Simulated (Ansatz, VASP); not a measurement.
# One calculation of PtC3, two programs

Contents of INCAR:

```
  PREC = Accurate
  ENCUT = 600
  EDIFF = 1E-6
  ISMEAR = 0
  SIGMA = 0.1
  LREAL = False
  LASPH = True
  NELM = 60
  ALGO = Normal
  ISIF = 3
  LWAVE = False
  LCHARG = False
  GGA = PE
  IBRION = 2
  NSW = 100
  EDIFFG = -0.01
```

KPOINTS

```
Automatic mesh
0
Gamma
  14 14 14
```

POSCAR

```
PtC3
1.0
    3.3901113923      0.0000000000      0.0000000000
    0.0000000000      3.3901113923      0.0000000000
    0.0000000000      0.0000000000      3.3901113923
Pt C
1 3
Direct
    0.0000000000      0.0000000000      0.0000000000
    0.0000000000      0.5000000000      0.5000000000
    0.5000000000      0.0000000000      0.5000000000
    0.5000000000      0.5000000000      0.0000000000
```

Input for Ansatz:

```yaml
crystal:
  lattice:
    - [3.3901113923, 0.0, 0.0]
    - [0.0, 3.3901113923, 0.0]
    - [0.0, 0.0, 3.3901113923]
  atoms:
    - { symbol: Pt, position: [0.0, 0.0, 0.0] }
    - { symbol: C, position: [0.0, 0.5, 0.5] }
    - { symbol: C, position: [0.5, 0.0, 0.5] }
    - { symbol: C, position: [0.5, 0.5, 0.0] }
basis:
  ecutwfc: 420
kpoints:
  mp_grid: { grid: [14, 14, 14] }
hamiltonian:
  xc: pbe
scf:
  occupations: { method: gaussian, width: 0.1 }
output:
  forces: true
  stress: true
  eigenvalues: true
relax:
  adjacent_minimum: "off"
  f_tol: 0.01
  max_steps: 80
  cell: { stress_tol: 0.05 }
```

Alike in both runs: task relaxation of cell and atoms; functional PBE; k mesh 14 × 14 × 14; occupations gaussian, width 0.1 eV; no spin polarisation.

|  | VASP | Ansatz |
| --- | --- | --- |
| version | VASP 6.6.1 | Ansatz 0.2.0 |
| potentials or method | VASP PAW PBE potentials, release 64 (Pt, C), cutoff 600 eV | scalar-relativistic, plane waves, PAW |
| valence electrons in the cell | 22 | 30 |

```tsv
	VASP	Ansatz	Ansatz less VASP
gap on the k mesh at the Fermi level, each at its own relaxed structure (eV)	none	none	-
relaxed volume (Å³/atom)	9.71	9.72	+0.010
relaxed length of the cell vector where the two differ most in proportion (Å)	3.386	3.387	+0.0011
```

A gap of «none» marks a metal or a gap that the smearing closes. VASP's potentials hold 22 valence electrons a cell and Ansatz's 30, so a difference there can come from the potentials and not from the codes.

Neither program's run includes spin-orbit coupling.
